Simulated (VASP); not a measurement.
Crystal: BeCd3S4.

```xyz
8
Lattice="0.0000 4.6136 4.6136 4.6136 0.0000 4.6136 4.6136 4.6136 0.0000" Properties=species:S:1:pos:R:3 pbc="T T T"
Be    2.3068    2.3068    2.3068
Cd    4.6136    4.6136    4.6136
Cd    0.0000    0.0000    0.0000
Cd    6.9204    6.9204    6.9204
S     1.3986    1.3986    1.3986
S     3.2150    3.2150    1.3986
S     3.2150    1.3986    3.2150
S     1.3986    3.2150    3.2150
```

The cell was built from a structure type or drawn by symmetry, and may not be a known phase.

* Program: VASP 6.6.1
* Task: relaxation of cell and atoms
* Functional: PBE
* Potentials or basis: VASP PAW PBE potentials, release 64 (Be, Cd, S)
* Cutoff: 600 eV
* k mesh: 2 × 2 × 2
* Occupations: gaussian, width 0.15 eV
* Spin: no spin polarisation

At the start: pressure 23.9 GPa; volume 24.55 Å³/atom.

Q: Where does the relaxation end?

A: Over 7 steps the energy falls by 1033.1 meV/atom and the volume is 34.62 Å³/atom (+41.0 %); space group F-43m (No. 216, to 0.1 Å) before and after.

Step by step:
```tsv
step	energy change (eV)	largest force (eV/Å)	pressure (GPa)	volume (Å³)
1	0.0000	12.1482	23.86	196.41
2	-2.9954	6.2336	2.42	319.74
3	-7.6049	2.1642	3.70	246.07
4	-7.6423	1.9084	3.98	243.68
5	-7.6677	1.4881	4.48	240.01
6	-8.2492	0.2517	0.50	269.75
7	-8.2650	0.0700	-0.11	277.00
```

Final structure:
```
Be Cd S
1.0
     0.00000    5.17386    5.17386
     5.17386    0.00000    5.17386
     5.17386    5.17386    0.00000
Be Cd S
1 3 4
Direct
  0.25000 0.25000 0.25000
  0.50000 0.50000 0.50000
  0.00000 0.00000 0.00000
  0.75000 0.75000 0.75000
  0.13753 0.13753 0.13753
  0.13753 0.13753 0.58740
  0.13753 0.58740 0.13753
  0.58740 0.13753 0.13753
```

Caveat: the k points lie up to 0.53 Å⁻¹ apart in the final cell; the volume moved by over 15 % at a fixed basis, so the end points are rough; the relaxation stopped at a loose force limit of 0.08 eV/Å, so its end isn't a converged minimum.
